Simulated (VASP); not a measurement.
# Sm (Fm-3m) in VASP: single point with PBE

Aim: the single point of Sm with PBE.

Program: VASP 6.6.1. These are calculated values, not measurements. Logs are shortened: lines on timing, memory, paths and dates and some standing lists are left out, and cuts for length are marked.

## 1. The cell of the first run

Symmetry: Fm-3m, No. 225, cubic system. The conventional cell has a = 5.070 Å, b = 5.070 Å, c = 5.070 Å, α = 90.00°, β = 90.00°, γ = 90.00°. Within 4.7 Å of Sm (site symmetry m-3m) lie 12 Sm at 3.59 Å.

This isn't the form of Sm at room conditions, which is rhombohedral.

## 2. Single point, PBE, non-collinear spin, typed start, spin-orbit coupling

The input, INCAR:

```
SYSTEM = Sm
ALGO = Normal
EDIFF = 1E-6
ENCUT = 600
GGA = PE
GGA_COMPAT = .False.
ISIF = 2
ISMEAR = 0
LASPH = .True.
LCHARG = .True.
LMAXMIX = 6
LNONCOLLINEAR = .True.
LORBIT = 11
LORBMOM = .True.
LREAL = .False.
LSORBIT = .True.
LVHAR = .True.
LWAVE = .False.
MAGMOM = 0 0 5
NBANDS = 27
NELM = 200
PREC = Accurate
SIGMA = 0.05
```

The input, KPOINTS:

```
k-points
0
Gamma
  2 2 2
  0 0 0
```

The input, POSCAR:

```
Sm
1.0
    0.0000000000      2.5350000000      2.5350000000
    2.5350000000      0.0000000000      2.5350000000
    2.5350000000      2.5350000000      0.0000000000
Sm
1
Direct
    0.0000000000      0.0000000000      0.0000000000
```

Potentials or basis: VASP PAW PBE potentials, release 64 (Sm).

Run with:

```
$ cat potpaw_PBE.64/Sm/POTCAR > POTCAR
$ mpirun -np 1 vasp_ncl > vasp.out
```

OUTCAR:

```text
SYSTEM = Sm
   EDIFF = 1E-6
   ENCUT = 600
   GGA = PE
   ISIF = 2
   ISMEAR = 0
   LASPH = .True.
   LNONCOLLINEAR = .True.
   LORBIT = 11
   LREAL = .False.
   LSORBIT = .True.
   NELM = 200
   PREC = Accurate

 ion  position               nearest neighbor table
   1  0.000  0.000  0.000-

  LATTYP: Found a face centered cubic cell.
 ALAT       =     5.0700000000

  Lattice vectors:

 A1 = (   0.0000000000,   2.5350000000,   2.5350000000)
 A2 = (   2.5350000000,   0.0000000000,   2.5350000000)
 A3 = (   2.5350000000,   2.5350000000,   0.0000000000)

Analysis of symmetry for initial positions (statically):
=====================================================================
 Subroutine PRICEL returns:
 Original cell was already a primitive cell.

 Routine SETGRP: Setting up the symmetry group for a
 face centered cubic supercell.

 Subroutine GETGRP returns: Found 48 space group operations
 (whereof 48 operations were pure point group operations)
 out of a pool of 48 trial point group operations.

The static configuration has the point symmetry O_h .

Analysis of symmetry for dynamics (positions and initial velocities):
=====================================================================
 Subroutine PRICEL returns:
 Original cell was already a primitive cell.

 Routine SETGRP: Setting up the symmetry group for a
 face centered cubic supercell.

 Subroutine GETGRP returns: Found 48 space group operations
 (whereof 48 operations were pure point group operations)
 out of a pool of 48 trial point group operations.

The dynamic configuration has the point symmetry O_h .

Analysis of structural, dynamic, and magnetic symmetry:
=====================================================================
 Subroutine PRICEL returns:
 Original cell was already a primitive cell.

 Routine SETGRP: Setting up the symmetry group for a
 face centered cubic supercell.

 Subroutine GETGRP returns: Found  8 space group operations
 (whereof  8 operations were pure point group operations)
 out of a pool of 48 trial point group operations.

The overall configuration has the point symmetry C_4h.

 Subroutine INISYM returns: Found  8 space group operations
 (whereof  8 operations are pure point group operations),
 and found     1 'primitive' translations

----------------------------------------------------------------------------------------

                                     Primitive cell

  volume of cell :      32.5810

  direct lattice vectors                    reciprocal lattice vectors
     0.000000000  2.535000000  2.535000000    -0.197238659  0.197238659  0.197238659
     2.535000000  0.000000000  2.535000000     0.197238659 -0.197238659  0.197238659
     2.535000000  2.535000000  0.000000000     0.197238659  0.197238659 -0.197238659

  length of vectors
     3.585031381  3.585031381  3.585031381     0.341627378  0.341627378  0.341627378

  position of ions in fractional coordinates (direct lattice)
     0.000000000  0.000000000  0.000000000

  ion indices of the primitive-cell ions
   primitive index   ion index
                 1           1

----------------------------------------------------------------------------------------

 KPOINTS: k-points

Automatic generation of k-mesh.
 Grid dimensions read from file:
 generate k-points for:    2    2    2

 Generating k-lattice:

  Cartesian coordinates                     Fractional coordinates (reciprocal lattice)
    -0.098619329  0.098619329  0.098619329     0.500000000  0.000000000  0.000000000
     0.098619329 -0.098619329  0.098619329     0.000000000  0.500000000  0.000000000
     0.098619329  0.098619329 -0.098619329     0.000000000  0.000000000  0.500000000

  Length of vectors
     0.170813689  0.170813689  0.170813689

  Shift w.r.t. Gamma in fractional coordinates (k-lattice)
[... 32 lines left out ...]
   LREAL  =      F    real-space projection
   EDIFFG = 0.1E-04   stopping-criterion for IOM
   NSW    =      0    number of steps for IOM
   IBRION =     -1    ionic relax: 0-MD 1-quasi-New 2-CG
   NFREE  =      0    steps in history (QN), initial steepest desc. (CG)
   ISIF   =      2    stress and relaxation
   ISYM   =      2    0-nonsym 1-usesym 2-fastsym
   POTIM  = 0.5000    time-step for ionic-motion
   TEBEG  =    0.0;   TEEND  =   0.0 temperature during run
   PSTRESS=    0.0 pullay stress
   NELECT =      16.0000    total number of electrons
   NUPDOWN=      -1.0000    fix difference up-down
   EMIN   =  10.00;   EMAX   =-10.00  energy-range for DOS
   EFERMI =   0.00;   METHOD = LEGACY
   ISMEAR =     0;   SIGMA  =   0.05  broadening in eV -4-tet -1-fermi 0-gaus
   EFERMI_NEDOS =   21; number of points for ismear=-14 and -15
   IALGO  =     38    algorithm
   IMIX   =      4    mixing-type and parameters
     AMIX     =   0.40;   BMIX     =  1.00
     AMIX_MAG =   1.60;   BMIX_MAG =  1.00
  volume/ion in A,a.u.               =      32.58       219.87
  Fermi-wavevector in a.u.,A,eV,Ry     =   1.291597  2.440763 22.697532  1.668222
  Thomas-Fermi vector in A             =   2.423357
   LORBIT       =     11    0 simple, 1 ext, 2 COOP (PROOUT), +10 PAW based schemes
   GGA     = PE    functional components
   LHFCALC =     F    Hartree Fock is set to
   AEXX    =    0.0000 exact exchange contribution
   IVDW    =     0    specifies the selected vdW correction
   LEPSILON=     F    determine dielectric tensor
   LRPA    =     F    only Hartree local field effects (RPA)
 Gauss-broadening in eV      SIGMA  =   0.05
  energy-cutoff  :      600.00
  volume of cell :       32.58
 maximum number of plane-waves:      2212
 NGX is ok and might be reduce to    30
   NGX = 15   NGY = 15   NGZ = 15

 number of electron      16.0000003 magnetization      -0.0000000     -0.0000000      5.8760513

 number of electron      16.0000003 magnetization       0.0000000     -0.0000000      5.8758192

 number of electron      16.0000003 magnetization       0.0000000      0.0000000      5.8758451

 Free energy of the ion-electron system (eV)
  ---------------------------------------------------
  ext. energy  EPLUGINS =         0.00000000
  ---------------------------------------------------
  free energy    TOTEN  =       -11.23258429 eV

  energy without entropy =      -11.21423990  energy(sigma->0) =      -11.22341209

 E-fermi :   2.8847     XC(G=0):  -9.9952

 val. band max:        2.8818650775   @ k =   0.0000   0.5000   0.5000
 cond. band min:       2.8876689799   @ k =   0.5000   0.0000   0.0000
 fundamental gap:      0.0058039024
 Fermi energy:         2.8846729050

 k-point     1 :       0.0000    0.0000    0.0000
  band No.  band energies     occupation
      1     -36.9316      1.00000
      2     -34.3888      1.00000
      3     -17.9285      1.00000
      4     -17.3079      1.00000
      5     -14.8196      1.00000
      6     -13.9228      1.00000
[... 109 lines left out ...]
     26       6.8658      0.00000
     27       6.9416      0.00000

------------------------ aborting loop because EDIFF is reached ----------------------------------------

  FORCE on cell =-STRESS in cart. coord.  units (eV):
  Direction    XX          YY          ZZ          XY          YZ          ZX
  --------------------------------------------------------------------------------------
  -------------------------------------------------------------------------------------
  Total       -1.9936153     -1.9936153     -2.1823370      0.0000011      0.0000000     -0.0000000
  in kB      -98.0365568    -98.0365568   -107.3169983      0.0000535      0.0000000     -0.0000000
  external PRESSURE =    -101.1300373 kB  Pullay stress =       0.0000000 kB

 VOLUME and BASIS-vectors are now :
 -----------------------------------------------------------------------------
  energy-cutoff  :      600.00
  volume of cell :       32.58
      direct lattice vectors                 reciprocal lattice vectors
     0.000000000  2.535000000  2.535000000    -0.197238659  0.197238659  0.197238659
     2.535000000  0.000000000  2.535000000     0.197238659 -0.197238659  0.197238659
     2.535000000  2.535000000  0.000000000     0.197238659  0.197238659 -0.197238659

 POSITION                                       TOTAL-FORCE (eV/Angst)
 -----------------------------------------------------------------------------------
      0.00000      0.00000      0.00000         0.000000     -0.000000      0.000000
 -----------------------------------------------------------------------------------
    total drift:                                0.000000      0.000000      0.000000

  FREE ENERGIE OF THE ION-ELECTRON SYSTEM (eV)
  ---------------------------------------------------
  free  energy   TOTEN  =       -11.2325842869 eV

  energy  without entropy=      -11.2142398985  energy(sigma->0) =      -11.22341209

 orbital moment (x)

 # of ion     p       d       f       tot
 ------------------------------------------------
  1         0.000  -0.000  -0.000  -0.000
 ------------------------------------------------
            0.000  -0.000  -0.000  -0.000

 orbital moment (y)

 # of ion     p       d       f       tot
 ------------------------------------------------
  1         0.000   0.000   0.000   0.000
 ------------------------------------------------
            0.000   0.000   0.000   0.000

 orbital moment (z)

 # of ion     p       d       f       tot
 ------------------------------------------------
  1        -0.009  -0.007  -1.722  -1.738
 ------------------------------------------------
           -0.009  -0.007  -1.722  -1.738

 Spin-Orbit-Coupling matrix elements

 Ion:    1  E_soc:     -1.1552094
 l=   1
     0.0000000    -0.1407275    -0.1410517
    -0.1407275     0.0000000    -0.1407275
    -0.1410517    -0.1407275     0.0000000
 l=   2
     0.0000000    -0.0002692     0.0000000    -0.0002692    -0.0010808
    -0.0002692     0.0000000    -0.0007242    -0.0002628    -0.0002426
     0.0000000    -0.0007242     0.0000000    -0.0007242     0.0000000
    -0.0002692    -0.0002628    -0.0007242     0.0000000    -0.0002426
    -0.0010808    -0.0002426     0.0000000    -0.0002426     0.0000000
 l=   3
     0.0000000    -0.0044291     0.0000000     0.0000000     0.0000000    -0.0045421    -0.0522072
    -0.0044291     0.0000000    -0.0058265     0.0000000    -0.0058265    -0.0076257    -0.0044291
     0.0000000    -0.0058265     0.0000000    -0.0180098    -0.0145299    -0.0056523     0.0000000
     0.0000000     0.0000000    -0.0180098     0.0000000    -0.0180098     0.0000000     0.0000000
     0.0000000    -0.0058265    -0.0145299    -0.0180098     0.0000000    -0.0056523     0.0000000
    -0.0045421    -0.0076257    -0.0056523     0.0000000    -0.0056523     0.0000000    -0.0045421
    -0.0522072    -0.0044291     0.0000000     0.0000000     0.0000000    -0.0045421     0.0000000

 total charge

# of ion       s       p       d       f       tot
--------------------------------------------------
    1        2.087   5.551   0.610   5.417  13.665

 magnetization (x)

# of ion       s       p       d       f       tot
--------------------------------------------------
    1        0.000   0.000   0.000   0.000   0.000

 magnetization (y)

# of ion       s       p       d       f       tot
--------------------------------------------------
    1        0.000   0.000   0.000   0.000   0.000

 magnetization (z)

# of ion       s       p       d       f       tot
--------------------------------------------------
    1       -0.012  -0.081   0.168   5.381   5.455
```

It took 39 s on 1 thread of Intel Xeon 6975P-C (Granite Rapids), shared host; peak memory 0.3 GiB.

What came out:

```yaml
Free_energy: -11.2326 eV
Pressure: -10.1 GPa
Net_moment: 5.88 μB per cell
Valence_electrons_inside_the_program's_atomic_spheres: Sm 13.66
```

Stress tensor (GPa, compression positive):
```
 -9.80   0.00   0.00
  0.00  -9.80   0.00
  0.00   0.00 -10.73
```

Moments on the atoms (μB; x, y, z):
```
Sm  0.00 0.00 5.46
```

Caveat: the k points lie up to 1.07 Å⁻¹ apart; the magnetic or orbital state may not be the lowest; semilocal functionals describe open f shells poorly, which spoils levels, moments and volumes.
